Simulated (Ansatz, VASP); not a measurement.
## Two plane-wave programs on BeRhS3

```
Be Rh S
1.0
     4.98065    0.00000    0.00000
    -2.49032    4.31337    0.00000
     0.00000    0.00000    4.14921
Be Rh S
1 1 3
Direct
  0.00000 0.00000 0.50000
  0.00000 0.00000 0.00000
  0.50000 0.00000 0.50000
  0.00000 0.50000 0.50000
  0.50000 0.50000 0.50000
```

Alike in both runs: functional PBE; k mesh 6 × 6 × 4; occupations gaussian, width 0.1 eV; collinear spin.

Ansatz relaxed the structure, and its values are those at the end. VASP's run is a single point on that final structure, the one shown.

|  | VASP | Ansatz |
| --- | --- | --- |
| version | VASP 6.6.1 | Ansatz 0.2.0 |
| potentials or method | VASP PAW PBE potentials, release 64 (Be, Rh_pv, S), cutoff 520 eV | scalar-relativistic, plane waves, PAW |
| valence electrons in the cell | 35 | 37 |

```tsv
	VASP	Ansatz	Ansatz less VASP
gap on the k mesh at the Fermi level (eV)	none	none	-
pressure (GPa)	0.0	0.0	+0.02
net moment per atom (μB)	0.09	0.07	-0.015
size of the moment on the site where the two differ most (μB)	0.29	0.19	-0.099
```

Site moments also hang on the region over which each program counts them. A gap of «none» marks a metal or a gap that the smearing closes. VASP's potentials hold 35 valence electrons a cell and Ansatz's 37, so a difference there can come from the potentials and not from the codes.

The k mesh is coarse, so the values compare programs but aren't converged.
